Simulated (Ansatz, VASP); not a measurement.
## One calculation of TaSi6, two programs

```xyz
7
Lattice="0.0000 4.2642 4.2642 4.2642 0.0000 4.2642 4.2642 4.2642 0.0000" Properties=species:S:1:pos:R:3 pbc="T T T"
Ta    4.2642    4.2642    4.2642
Si    6.7774    4.2642    4.2642
Si    1.7510    4.2642    4.2642
Si    4.2642    6.7774    4.2642
Si    4.2642    1.7510    4.2642
Si    4.2642    4.2642    6.7774
Si    4.2642    4.2642    1.7510
```

Alike in both runs: task relaxation of cell and atoms; functional PBE; k mesh 8 × 8 × 8; occupations gaussian, width 0.1 eV; no spin polarisation.

|  | VASP | Ansatz |
| --- | --- | --- |
| version | VASP 6.6.1 | Ansatz 0.2.0 |
| potentials or method | VASP PAW PBE potentials, release 64 (Ta_pv, Si), cutoff 600 eV | scalar-relativistic, plane waves, PAW |
| valence electrons in the cell | 35 | 37 |

VASP gave:

| Property | Result |
| --- | --- |
| gap on the k mesh at the Fermi level, each at its own relaxed structure (eV) | none |
| relaxed volume (Å³/atom) | 22.25 |
| relaxed cell length with the largest relative difference (Å) | 6.039 |

Task: What did Ansatz give for the same quantities?

Result: gap on the k mesh at the Fermi level, each at its own relaxed structure (eV): none; relaxed volume (Å³/atom): 22.25; relaxed cell length with the largest relative difference (Å): 6.040.

A gap of «none» marks a metal or a gap that the smearing closes. VASP's potentials hold 35 valence electrons a cell and Ansatz's 37, so a difference there can come from the potentials and not from the codes.

Neither program's run includes spin-orbit coupling.
